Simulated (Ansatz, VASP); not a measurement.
**GaAs: VASP beside Ansatz**

```
CELL_PARAMETERS angstrom
0.00000 2.82955 2.82955
2.82955 0.00000 2.82955
2.82955 2.82955 0.00000
ATOMIC_POSITIONS crystal
Ga 0.00000 0.00000 0.00000
As 0.75000 0.75000 0.75000
```

Alike in both runs: functional PBEsol; k mesh 10 × 10 × 10; occupations gaussian, width 0.01 eV; no spin polarisation.

Ansatz relaxed the structure, and its values are those at the end. VASP's run is a single point on that final structure, the one shown.

|  | VASP | Ansatz |
| --- | --- | --- |
| version | VASP 6.6.1 | Ansatz 0.2.0 |
| potentials or method | VASP PAW PBE potentials, release 64 (Ga_d, As), cutoff 500 eV | scalar-relativistic, plane waves, PAW |
| valence electrons in the cell | 18 | 28 |

Ansatz gave:

- gap on the k mesh at the Fermi level (eV): 0.42
- least direct gap on the mesh (eV): 0.42
- pressure (GPa): 0.0

What did VASP give for the same quantities?

gap on the k mesh at the Fermi level (eV): 0.43; least direct gap on the mesh (eV): 0.43; pressure (GPa): 0.1.

VASP's potentials were made for PBE, not for PBEsol. VASP's potentials hold 18 valence electrons a cell and Ansatz's 28, so a difference there can come from the potentials and not from the codes.
